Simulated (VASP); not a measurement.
# TaF3 (P4/mmm) in VASP: notebook

The runs below take TaF3 through single point, with PBE.

Program: VASP 6.6.1. These are calculated values, not measurements. Logs are shortened: lines on timing, memory, paths and dates and some standing lists are left out, and cuts for length are marked.

## (1) The cell of the first run

Symmetry: P4/mmm, No. 123, tetragonal system. The conventional cell has a = 3.958 Å, b = 3.958 Å, c = 4.617 Å, α = 90.00°, β = 90.00°, γ = 90.00°. Within 2.6 Å of Ta (site symmetry 4/mmm) lie 6 F at 1.98 to 2.31 Å. F (site symmetry mmm) has 2 Ta at 1.98 Å within 2.6 Å. F (site symmetry 4/mmm) has 2 Ta at 2.31 Å and 8 F at 3.04 Å within 3.1 Å.

## (2) Single point, PBE

File INCAR:

```
PREC     = Accurate       # precision mode
ENCUT    = 600            # plane-wave cutoff, eV
EDIFF    = 1E-6           # SCF threshold, eV
ISMEAR   = -1             # smearing method
SIGMA    = 0.05           # smearing width, eV
LREAL    = F              # projectors in reciprocal space
LASPH    = T              # aspherical terms in the spheres
NELM     = 120            # most SCF steps
ALGO     = Normal         # electronic algorithm
ISIF     = 2              # what is computed and relaxed
LWAVE    = F              # write WAVECAR
LCHARG   = F              # write CHGCAR
GGA      = PE             # functional
NBANDS   = 24             # bands
GGA_COMPAT= F
```

File KPOINTS:

```
Automatic mesh
0
Gamma
  8 8 8
```

File POSCAR:

```
TaF3
1.0
    3.9583137000      0.0000000000      0.0000000000
    0.0000000000      3.9583137000      0.0000000000
    0.0000000000      0.0000000000      4.6167822715
Ta F
1 3
Direct
    0.0000000000      0.0000000000      0.0000000000
    0.0000000000      0.5000000000      0.0000000000
    0.5000000000      0.0000000000      0.0000000000
    0.0000000000      0.0000000000      0.5000000000
```

Potentials or basis: VASP PAW PBE potentials, release 64 (Ta_pv, F).

Started as:

```sh
> cat potpaw_PBE.64/Ta_pv/POTCAR potpaw_PBE.64/F/POTCAR > POTCAR
> mpirun -np 1 vasp_std > vasp.out
```

OUTCAR:

```text
PREC = Accurate
   ENCUT = 600
   EDIFF = 1E-6
   ISMEAR = -1
   LREAL = F
   LASPH = T
   NELM = 120
   ISIF = 2
   GGA = PE

 ion  position               nearest neighbor table
   1  0.000  0.000  0.000-   2 1.98   3 1.98   2 1.98   3 1.98   4 2.31   4 2.31
   2  0.000  0.500  0.000-   1 1.98   1 1.98
   3  0.500  0.000  0.000-   1 1.98   1 1.98
   4  0.000  0.000  0.500-   1 2.31   1 2.31

  LATTYP: Found a simple tetragonal cell.
 ALAT       =     3.9583137000
 C/A-ratio  =     1.1663507800

  Lattice vectors:

 A1 = (   3.9583137000,   0.0000000000,   0.0000000000)
 A2 = (   0.0000000000,   3.9583137000,   0.0000000000)
 A3 = (   0.0000000000,   0.0000000000,   4.6167822715)

Analysis of symmetry for initial positions (statically):
=====================================================================
 Subroutine PRICEL returns:
 Original cell was already a primitive cell.

 Routine SETGRP: Setting up the symmetry group for a
 simple tetragonal supercell.

 Subroutine GETGRP returns: Found 16 space group operations
 (whereof 16 operations were pure point group operations)
 out of a pool of 16 trial point group operations.

The static configuration has the point symmetry D_4h.

Analysis of symmetry for dynamics (positions and initial velocities):
=====================================================================
 Subroutine PRICEL returns:
 Original cell was already a primitive cell.

 Routine SETGRP: Setting up the symmetry group for a
 simple tetragonal supercell.

 Subroutine GETGRP returns: Found 16 space group operations
 (whereof 16 operations were pure point group operations)
 out of a pool of 16 trial point group operations.

The dynamic configuration has the point symmetry D_4h.

 Subroutine INISYM returns: Found 16 space group operations
 (whereof 16 operations are pure point group operations),
 and found     1 'primitive' translations

----------------------------------------------------------------------------------------

                                     Primitive cell

  volume of cell :      72.3369

  direct lattice vectors                    reciprocal lattice vectors
     3.958313700  0.000000000  0.000000000     0.252632832  0.000000000  0.000000000
     0.000000000  3.958313700  0.000000000     0.000000000  0.252632832  0.000000000
     0.000000000  0.000000000  4.616782271     0.000000000  0.000000000  0.216601074

  length of vectors
     3.958313700  3.958313700  4.616782271     0.252632832  0.252632832  0.216601074

  position of ions in fractional coordinates (direct lattice)
     0.000000000  0.000000000  0.000000000
     0.000000000  0.500000000  0.000000000
     0.500000000  0.000000000  0.000000000
     0.000000000  0.000000000  0.500000000

  ion indices of the primitive-cell ions
   primitive index   ion index
                 1           1
                 2           2
                 3           3
                 4           4

----------------------------------------------------------------------------------------

 KPOINTS: Automatic mesh

Automatic generation of k-mesh.
 Grid dimensions read from file:
 generate k-points for:    8    8    8

 Generating k-lattice:

  Cartesian coordinates                     Fractional coordinates (reciprocal lattice)
     0.031579104  0.000000000  0.000000000     0.125000000  0.000000000  0.000000000
     0.000000000  0.031579104  0.000000000     0.000000000  0.125000000  0.000000000
     0.000000000  0.000000000  0.027075134     0.000000000  0.000000000  0.125000000

  Length of vectors
     0.031579104  0.031579104  0.027075134

  Shift w.r.t. Gamma in fractional coordinates (k-lattice)
     0.000000000  0.000000000  0.000000000

 Subroutine IBZKPT returns following result:
 ===========================================

 Found     75 irreducible k-points:

 Following reciprocal coordinates:
            Coordinates               Weight
  0.000000  0.000000  0.000000      1.000000
  0.125000  0.000000  0.000000      4.000000
  0.250000  0.000000  0.000000      4.000000
  0.375000  0.000000  0.000000      4.000000
  0.500000  0.000000  0.000000      2.000000
  0.125000  0.125000  0.000000      4.000000
[... 16 lines left out ...]
  0.375000  0.125000  0.125000     16.000000
  0.500000  0.125000  0.125000      8.000000
 [... further k-points ...]
   k-points           NKPTS =     75   k-points in BZ     NKDIM =     75   number of bands    NBANDS=     24
   number of dos      NEDOS =    301   number of ions     NIONS =      4
   total plane-waves  NPLWV =  40960
   dimension x,y,z NGX =    32 NGY =   32 NGZ =   40
   dimension x,y,z NGXF=    64 NGYF=   64 NGZF=   80
   ions per type =               1   3
   NGX,Y,Z   is equivalent  to a cutoff of  13.44, 13.44, 14.40 a.u.
   NGXF,Y,Z  is equivalent  to a cutoff of  26.88, 26.88, 28.81 a.u.
 SYSTEM =  unknown system
   PREC   = accura    normal or accurate (medium, high low for compatibility)
   ISTART =      0    job   : 0-new  1-cont  2-samecut
   ICHARG =      2    charge: 1-file 2-atom 10-const
   ISPIN  =      1    spin polarized calculation?
   LNONCOLLINEAR =      F non collinear calculations
   LSORBIT =      F    spin-orbit coupling
   LASPH  =      T    aspherical Exc in radial PAW
   ENCUT  =  600.0 eV  44.10 Ry    6.64 a.u.   7.91  7.91  9.22*2*pi/ulx,y,z
   NELM   =    120;   NELMIN=  2; NELMDL= -5     # of ELM steps
   EDIFF  = 0.1E-05   stopping-criterion for ELM
   LREAL  =      F    real-space projection
   EDIFFG = 0.1E-04   stopping-criterion for IOM
   NSW    =      0    number of steps for IOM
   IBRION =     -1    ionic relax: 0-MD 1-quasi-New 2-CG
   NFREE  =      0    steps in history (QN), initial steepest desc. (CG)
   ISIF   =      2    stress and relaxation
   ISYM   =      2    0-nonsym 1-usesym 2-fastsym
   POTIM  = 0.5000    time-step for ionic-motion
   TEBEG  =    0.0;   TEEND  =   0.0 temperature during run
   PSTRESS=    0.0 pullay stress
   NELECT =      32.0000    total number of electrons
   NUPDOWN=      -1.0000    fix difference up-down
   EMIN   =  10.00;   EMAX   =-10.00  energy-range for DOS
   EFERMI =   0.00;   METHOD = LEGACY
   ISMEAR =    -1;   SIGMA  =   0.05  broadening in eV -4-tet -1-fermi 0-gaus
   EFERMI_NEDOS =   21; number of points for ismear=-14 and -15
   IALGO  =     38    algorithm
   IMIX   =      4    mixing-type and parameters
     AMIX     =   0.40;   BMIX     =  1.00
     AMIX_MAG =   1.60;   BMIX_MAG =  1.00
  volume/ion in A,a.u.               =      18.08       122.04
  Fermi-wavevector in a.u.,A,eV,Ry     =   1.247398  2.357240 21.170674  1.556001
  Thomas-Fermi vector in A             =   2.381532
   LORBIT       =      0    0 simple, 1 ext, 2 COOP (PROOUT), +10 PAW based schemes
   GGA     = PE    functional components
   LHFCALC =     F    Hartree Fock is set to
   AEXX    =    0.0000 exact exchange contribution
   IVDW    =     0    specifies the selected vdW correction
   LEPSILON=     F    determine dielectric tensor
   LRPA    =     F    only Hartree local field effects (RPA)
 non-spin polarized calculation
  energy-cutoff  :      600.00
  volume of cell :       72.34
 maximum number of plane-waves:      2440
 NGX is ok and might be reduce to    32
   NGX = 15   NGY = 15   NGZ = 19

 number of electron      31.9999989 magnetization

 Free energy of the ion-electron system (eV)
  ---------------------------------------------------
  ext. energy  EPLUGINS =         0.00000000
  ---------------------------------------------------
  free energy    TOTEN  =       -26.14410114 eV

  energy without entropy =      -26.10838384  energy(sigma->0) =      -26.12624249

 E-fermi :   2.7670     XC(G=0):  -8.1623

 val. band max:        2.7615066326   @ k =   0.3750   0.1250   0.3750
 cond. band min:       2.7734294796   @ k =   0.1250   0.1250   0.5000
 fundamental gap:      0.0119228469
 Fermi energy:         2.7670371590

 k-point     1 :       0.0000    0.0000    0.0000
  band No.  band energies     occupation
      1     -34.2530      2.00000
      2     -34.2530      2.00000
      3     -33.9076      2.00000
      4     -25.5195      2.00000
      5     -25.3086      2.00000
      6     -22.4425      2.00000
[... 16 lines left out ...]
     23      10.3264      0.00000
     24      11.8098      0.00000

 k-point     2 :       0.1250    0.0000    0.0000
  band No.  band energies     occupation
      1     -34.2969      2.00000
      2     -34.2524      2.00000
      3     -33.9069      2.00000
      4     -25.4631      2.00000
      5     -25.2205      2.00000
      6     -22.4415      2.00000
[... 16 lines left out ...]
     23      10.4173      0.00000
     24      10.9897      0.00000

 k-point     3 :       0.2500    0.0000    0.0000
  band No.  band energies     occupation
      1     -34.3994      2.00000
      2     -34.2508      2.00000
      3     -33.9052      2.00000
      4     -25.4226      2.00000
      5     -24.9049      2.00000
      6     -22.4391      2.00000
[... 16 lines left out ...]
     23      10.7185      0.00000
     24      10.9998      0.00000

 k-point     4 :       0.3750    0.0000    0.0000
  band No.  band energies     occupation
      1     -34.4973      2.00000
      2     -34.2492      2.00000
      3     -33.9036      2.00000
      4     -25.4110      2.00000
      5     -24.5473      2.00000
      6     -22.4370      2.00000
[... 16 lines left out ...]
     23      11.2954      0.00000
     24      11.7278      0.00000

 k-point     5 :       0.5000    0.0000    0.0000
  band No.  band energies     occupation
      1     -34.5367      2.00000
      2     -34.2485      2.00000
      3     -33.9029      2.00000
      4     -25.4081      2.00000
      5     -24.3926      2.00000
      6     -22.4363      2.00000
[... 16 lines left out ...]
     23      11.9775      0.00000
     24      12.3533      0.00000

 k-point     6 :       0.1250    0.1250    0.0000
  band No.  band energies     occupation
      1     -34.2965      2.00000
      2     -34.2959      2.00000
      3     -33.9062      2.00000
      4     -25.3609      2.00000
      5     -25.1783      2.00000
      6     -22.4405      2.00000
[... 16 lines left out ...]
     23      10.5007      0.00000
     24      10.9057      0.00000
[... 379 lines left out ...]
 k-point    21 :       0.1250    0.1250    0.1250
  band No.  band energies     occupation
      1     -34.2965      2.00000
      2     -34.2959      2.00000
      3     -33.9099      2.00000
      4     -25.3603      2.00000
      5     -25.1782      2.00000
      6     -22.4171      2.00000
[... 16 lines left out ...]
     23      10.6280      0.00000
     24      11.0018      0.00000

 k-point    22 :       0.2500    0.1250    0.1250
  band No.  band energies     occupation
      1     -34.3986      2.00000
      2     -34.2946      2.00000
      3     -33.9082      2.00000
      4     -25.2810      2.00000
      5     -24.9016      2.00000
      6     -22.4146      2.00000
[... 16 lines left out ...]
     23       9.7748      0.00000
     24      11.1823      0.00000

 k-point    23 :       0.3750    0.1250    0.1250
  band No.  band energies     occupation
      1     -34.4965      2.00000
      2     -34.2929      2.00000
      3     -33.9066      2.00000
      4     -25.2673      2.00000
      5     -24.5463      2.00000
      6     -22.4125      2.00000
[... 16 lines left out ...]
     23      10.3715      0.00000
     24      11.7903      0.00000

 k-point    24 :       0.5000    0.1250    0.1250
  band No.  band energies     occupation
      1     -34.5359      2.00000
      2     -34.2923      2.00000
      3     -33.9059      2.00000
      4     -25.2643      2.00000
      5     -24.3917      2.00000
      6     -22.4116      2.00000
[... 16 lines left out ...]
     23      11.3026      0.00000
     24      11.4043      0.00000

 [... further k-points ...]
[... 5 lines left out ...]
  --------------------------------------------------------------------------------------
  -------------------------------------------------------------------------------------
  Total        4.7599152      4.7599152     -7.1753829      0.0000000     -0.0000000      0.0000000
  in kB      105.4265478    105.4265478   -158.9263291      0.0000000     -0.0000000      0.0000000
  external PRESSURE =      17.3089222 kB  Pullay stress =       0.0000000 kB

 VOLUME and BASIS-vectors are now :
 -----------------------------------------------------------------------------
  energy-cutoff  :      600.00
  volume of cell :       72.34
      direct lattice vectors                 reciprocal lattice vectors
     3.958313700  0.000000000  0.000000000     0.252632832  0.000000000  0.000000000
     0.000000000  3.958313700  0.000000000     0.000000000  0.252632832  0.000000000
     0.000000000  0.000000000  4.616782271     0.000000000  0.000000000  0.216601074

 POSITION                                       TOTAL-FORCE (eV/Angst)
 -----------------------------------------------------------------------------------
      0.00000      0.00000      0.00000         0.000000      0.000000      0.000000
      0.00000      1.97916      0.00000         0.000000      0.000000      0.000000
      1.97916      0.00000      0.00000         0.000000      0.000000      0.000000
      0.00000      0.00000      2.30839         0.000000      0.000000      0.000000
 -----------------------------------------------------------------------------------
    total drift:                                0.000000      0.000000     -0.000000

  FREE ENERGIE OF THE ION-ELECTRON SYSTEM (eV)
  ---------------------------------------------------
  free  energy   TOTEN  =       -26.1441011449 eV

  energy  without entropy=      -26.1083838403  energy(sigma->0) =      -26.12624249
```

Run time: 97 s. Hardware: 1 thread of Intel Xeon 6975P-C, shared host; peak memory 0.29 GiB.

What came out:

| Quantity | Value |
| --- | --- |
| Free energy | -26.1441 eV |
| Pressure | 1.7 GPa |
| Band gap on the k mesh | zero (band 16 reaches 4.00 eV, above the bottom of band 17 at 2.00 eV) |

Levels at points of the mesh, in eV from the Fermi level:
| k point | band 12 | band 13 | band 14 | band 15 | band 16 | band 17 | band 18 | band 19 | band 20 | band 21 |
| --- | --- | --- | --- | --- | --- | --- | --- | --- | --- | --- |
| (0.00, 0.00, 0.00) | -8.58 | -7.11 | -6.21 | -6.21 | -0.90 | -0.77 | -0.77 | -0.40 | 1.73 | 2.56 |
| (0.50, 0.00, 0.00) | -8.88 | -7.18 | -6.46 | -6.19 | -0.68 | 0.53 | 0.58 | 0.66 | 2.85 | 3.32 |
| (0.50, 0.50, 0.00) | -7.99 | -7.28 | -6.43 | -6.43 | 0.78 | 0.78 | 0.93 | 1.71 | 5.61 | 5.75 |
| (0.00, 0.00, 0.50) | -8.61 | -8.56 | -6.46 | -6.46 | -0.88 | -0.17 | -0.17 | 2.21 | 2.59 | 2.79 |
| (0.50, 0.00, 0.50) | -8.83 | -8.52 | -6.43 | -6.31 | -0.09 | 0.60 | 1.07 | 2.91 | 3.82 | 4.79 |
| (0.50, 0.50, 0.50) | -8.48 | -7.99 | -6.27 | -6.27 | 1.23 | 1.23 | 1.79 | 3.75 | 4.95 | 6.97 |

Caveat: spin-orbit coupling is left out, which moves the levels of the heavy elements.

(Continued in part 2 of 2.)
